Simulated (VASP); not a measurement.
# Ce (P6_3/mmc) in VASP: single point with PBE

Aim: the single point of Ce with PBE.

Program: VASP 6.6.1. These are calculated values, not measurements. Logs are shortened: lines on timing, memory, paths and dates and some standing lists are left out, and cuts for length are marked.

## (1) The cell of the first run

Symmetry: P6_3/mmc, No. 194, hexagonal system. Conventional cell: a = 3.362 Å, b = 3.362 Å, c = 11.017 Å, α = 90.00°, β = 90.00°, γ = 120.00°. Within 4.4 Å of Ce (site symmetry -3m) lie 12 Ce at 3.36 to 3.37 Å. Ce (site symmetry -6m2) has 12 Ce at 3.36 to 3.37 Å within 4.4 Å.

## (2) Single point, PBE

Input file INCAR:

```
SYSTEM = Ce
PREC = Accurate ; ENCUT = 520
EDIFF = 1E-6 ; ISMEAR = 0
SIGMA = 0.05 ; LREAL = .FALSE.
LASPH = .TRUE. ; NELM = 80
ALGO = Normal ; ISIF = 2
LWAVE = .FALSE. ; LCHARG = .FALSE.
GGA = PE ; NBANDS = 32
```

Input file KPOINTS:

```
regular mesh
0
G
  14 14 4
  0 0 0
```

Input file POSCAR:

```
Ce
1.0
    3.3622489065      0.0000000000      0.0000000000
   -1.6811244532      2.9117929669      0.0000000000
    0.0000000000      0.0000000000     11.0169994372
Ce
4
Direct
    0.0000000000      0.0000000000      0.0000000000
    0.0000000000      0.0000000000      0.5000000000
    0.3333333333      0.6666666667      0.2500000000
    0.6666666667      0.3333333333      0.7500000000
```

Potentials or basis: VASP PAW PBE potentials, release 64 (Ce).

Command:

```bash
> cat potpaw_PBE.64/Ce/POTCAR > POTCAR
> mpirun -np 1 vasp_std > vasp.out
```

OUTCAR:

```text
SYSTEM = Ce
   PREC = Accurate
   ENCUT = 520
   EDIFF = 1E-6
   ISMEAR = 0
   LREAL = .FALSE.
   LASPH = .TRUE.
   NELM = 80
   ISIF = 2
   GGA = PE

 ion  position               nearest neighbor table
   1  0.000  0.000  0.000-
   2  0.000  0.000  0.500-
   3  0.333  0.667  0.250-
   4  0.667  0.333  0.750-

  LATTYP: Found a hexagonal cell.
 ALAT       =     3.3622489065
 C/A-ratio  =     3.2766757440

  Lattice vectors:

 A1 = (   3.3622489065,   0.0000000000,   0.0000000000)
 A2 = (  -1.6811244532,   2.9117929669,   0.0000000000)
 A3 = (   0.0000000000,   0.0000000000,  11.0169994372)

Analysis of symmetry for initial positions (statically):
=====================================================================
 Subroutine PRICEL returns:
 Original cell was already a primitive cell.

 Routine SETGRP: Setting up the symmetry group for a
 hexagonal supercell.

 Subroutine GETGRP returns: Found 24 space group operations
 (whereof 12 operations were pure point group operations)
 out of a pool of 24 trial point group operations.

The static configuration has the point symmetry D_3d.
 The point group associated with its full space group is D_6h.

Analysis of symmetry for dynamics (positions and initial velocities):
=====================================================================
 Subroutine PRICEL returns:
 Original cell was already a primitive cell.

 Routine SETGRP: Setting up the symmetry group for a
 hexagonal supercell.

 Subroutine GETGRP returns: Found 24 space group operations
 (whereof 12 operations were pure point group operations)
 out of a pool of 24 trial point group operations.

The dynamic configuration has the point symmetry D_3d.
 The point group associated with its full space group is D_6h.

 Subroutine INISYM returns: Found 24 space group operations
 (whereof 12 operations are pure point group operations),
 and found     1 'primitive' translations

----------------------------------------------------------------------------------------

                                     Primitive cell

  volume of cell :     107.8583

  direct lattice vectors                    reciprocal lattice vectors
[... 81 lines left out ...]
 SYSTEM =  Ce
   PREC   = accura    normal or accurate (medium, high low for compatibility)
   ISTART =      0    job   : 0-new  1-cont  2-samecut
   ICHARG =      2    charge: 1-file 2-atom 10-const
   ISPIN  =      1    spin polarized calculation?
   LNONCOLLINEAR =      F non collinear calculations
   LSORBIT =      F    spin-orbit coupling
   LASPH  =      T    aspherical Exc in radial PAW
   ENCUT  =  520.0 eV  38.22 Ry    6.18 a.u.   6.25  6.25 20.48*2*pi/ulx,y,z
   NELM   =     80;   NELMIN=  2; NELMDL= -5     # of ELM steps
   EDIFF  = 0.1E-05   stopping-criterion for ELM
   LREAL  =      F    real-space projection
   EDIFFG = 0.1E-04   stopping-criterion for IOM
   NSW    =      0    number of steps for IOM
   IBRION =     -1    ionic relax: 0-MD 1-quasi-New 2-CG
   NFREE  =      0    steps in history (QN), initial steepest desc. (CG)
   ISIF   =      2    stress and relaxation
   ISYM   =      2    0-nonsym 1-usesym 2-fastsym
   POTIM  = 0.5000    time-step for ionic-motion
   TEBEG  =    0.0;   TEEND  =   0.0 temperature during run
   PSTRESS=    0.0 pullay stress
   NELECT =      48.0000    total number of electrons
   NUPDOWN=      -1.0000    fix difference up-down
   EMIN   =  10.00;   EMAX   =-10.00  energy-range for DOS
   EFERMI =   0.00;   METHOD = LEGACY
   ISMEAR =     0;   SIGMA  =   0.05  broadening in eV -4-tet -1-fermi 0-gaus
   EFERMI_NEDOS =   21; number of points for ismear=-14 and -15
   IALGO  =     38    algorithm
   IMIX   =      4    mixing-type and parameters
     AMIX     =   0.40;   BMIX     =  1.00
     AMIX_MAG =   1.60;   BMIX_MAG =  1.00
  volume/ion in A,a.u.               =      26.96       181.97
  Fermi-wavevector in a.u.,A,eV,Ry     =   1.249887  2.361944 21.255253  1.562217
  Thomas-Fermi vector in A             =   2.383907
   LORBIT       =      0    0 simple, 1 ext, 2 COOP (PROOUT), +10 PAW based schemes
   GGA     = PE    functional components
   LHFCALC =     F    Hartree Fock is set to
   AEXX    =    0.0000 exact exchange contribution
   IVDW    =     0    specifies the selected vdW correction
   LEPSILON=     F    determine dielectric tensor
   LRPA    =     F    only Hartree local field effects (RPA)
 non-spin polarized calculation
 Gauss-broadening in eV      SIGMA  =   0.05
  energy-cutoff  :      520.00
  volume of cell :      107.86
 maximum number of plane-waves:      2933
 NGX is ok and might be reduce to    28
   NGX = 13   NGY = 13   NGZ = 41

 number of electron      47.9999998 magnetization

 Free energy of the ion-electron system (eV)
  ---------------------------------------------------
  ext. energy  EPLUGINS =         0.00000000
  ---------------------------------------------------
  free energy    TOTEN  =       -23.53379769 eV

  energy without entropy =      -23.52187418  energy(sigma->0) =      -23.52783593

 E-fermi :   9.2250     XC(G=0): -11.1978

 val. band max:        9.2197925446   @ k =   0.2857   0.2857   0.0000
 cond. band min:       9.2328999154   @ k =   0.0000   0.0000   0.0000
 fundamental gap:      0.0131073708
 Fermi energy:         9.2250217490

 k-point     1 :       0.0000    0.0000    0.0000
  band No.  band energies     occupation
      1     -25.5248      2.00000
      2     -25.2900      2.00000
      3     -25.2891      2.00000
      4     -25.0370      2.00000
      5      -9.4897      2.00000
      6      -8.2627      2.00000
[... 829 lines left out ...]
     31       9.7130      0.00000
     32       9.7669      0.00000

 [... further k-points ...]
[... 5 lines left out ...]
  --------------------------------------------------------------------------------------
  -------------------------------------------------------------------------------------
  Total       -0.1318156     -0.1318156     -0.1561349     -0.0000000      0.0000000      0.0000000
  in kB       -1.9580492     -1.9580492     -2.3193001     -0.0000000      0.0000000      0.0000000
  external PRESSURE =      -2.0784661 kB  Pullay stress =       0.0000000 kB

 VOLUME and BASIS-vectors are now :
 -----------------------------------------------------------------------------
  energy-cutoff  :      520.00
  volume of cell :      107.86
      direct lattice vectors                 reciprocal lattice vectors
     3.362248907  0.000000000  0.000000000     0.297419979  0.171715505  0.000000000
    -1.681124453  2.911792967  0.000000000     0.000000000  0.343431010  0.000000000
     0.000000000  0.000000000 11.016999437     0.000000000  0.000000000  0.090768816

 POSITION                                       TOTAL-FORCE (eV/Angst)
 -----------------------------------------------------------------------------------
      0.00000      0.00000      0.00000         0.000000      0.000000      0.000000
      0.00000      0.00000      5.50850         0.000000      0.000000      0.000000
     -0.00000      1.94120      2.75425         0.000000     -0.000000     -0.000000
      1.68112      0.97060      8.26275        -0.000000      0.000000     -0.000000
 -----------------------------------------------------------------------------------
    total drift:                                0.000000     -0.000000      0.000000

  FREE ENERGIE OF THE ION-ELECTRON SYSTEM (eV)
  ---------------------------------------------------
  free  energy   TOTEN  =       -23.5337976872 eV

  energy  without entropy=      -23.5218741774  energy(sigma->0) =      -23.52783593
```

It took 18 min on 1 thread of AMD EPYC 9755, shared host; peak memory 0.33 GiB.

What came out:

```
Free energy            : -23.5338 eV
Pressure               : -0.2 GPa
Band gap on the k mesh : zero (band 24 reaches 9.47 eV, above the bottom of band 25 at 9.07 eV)
```

Caveat: spin-orbit coupling is left out, which moves the levels of the heavy elements. Spin polarisation is off, so any magnetic state and its effect on volume and gap are missing.
